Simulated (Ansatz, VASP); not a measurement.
# CaO in VASP and in Ansatz

```xyz
2
Lattice="0.0000 2.4490 2.4490 2.4490 0.0000 2.4490 2.4490 2.4490 0.0000" Properties=species:S:1:pos:R:3 pbc="T T T"
Ca    0.0000    0.0000    0.0000
O     2.4490    2.4490    2.4490
```

Alike in both runs: task electric field gradients; functional LDA; k mesh 9 × 9 × 9; occupations fermi-dirac, width 0.03 eV; no spin polarisation.

|  | VASP | Ansatz |
| --- | --- | --- |
| version | VASP 6.6.1 | Ansatz 0.2.0 |
| potentials or method | VASP PAW LDA potentials, release 64 (Ca_sv, O) | PAW with Ansatz's default frozen-core files, scalar-relativistic |
| plane-wave cutoff (eV) | 520 | 420 |
| valence electrons in the cell | 16 | 16 |

VASP gave:

| Quantity | Value |
| --- | --- |
| gap on the k mesh at the Fermi level (eV) | 3.53 |
| pressure (GPa) | -11.2 |

Estimate Ansatz's values.

gap on the k mesh at the Fermi level (eV): 3.56; pressure (GPa): -11.8.

LDA's correlation is that of Perdew and Zunger in VASP and of Perdew and Wang (1992) in Ansatz.
